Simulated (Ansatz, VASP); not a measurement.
Two plane-wave programs on GaN

```xyz
2
Lattice="0.0000 2.2490 2.2490 2.2490 0.0000 2.2490 2.2490 2.2490 0.0000" Properties=species:S:1:pos:R:3 pbc="T T T"
Ga    0.0000    0.0000    0.0000
N     1.1245    1.1245    1.1245
```

Alike in both runs: task single point; functional PBE-based screened hybrid with a share of 0.35 of exact exchange and HFSCREEN = 0.3; k mesh 4 × 4 × 4; no spin polarisation.

|  | VASP | Ansatz |
| --- | --- | --- |
| version | VASP 6.6.1 | Ansatz 0.2.0 |
| potentials or method | VASP PAW PBE potentials, release 64 (Ga_d, N) | plane waves |
| plane-wave cutoff (eV) | 520 | 420 |
| occupations | gaussian, width 0.01 eV | fixed |
| valence electrons in the cell | 18 | 18 |

|  | VASP | Ansatz | Ansatz less VASP |
| --- | --- | --- | --- |
| gap on the k mesh at the Fermi level (eV) | 3.28 | 3.26 | -0.020 |
| pressure (GPa) | -1.9 | -1.8 | +0.08 |

VASP's potentials were made for PBE, not for PBE-based screened hybrid. Ansatz's warnings: stress exchange threshold loose, stress scf threshold loose.

The k mesh is coarse, so the values compare programs but aren't converged.
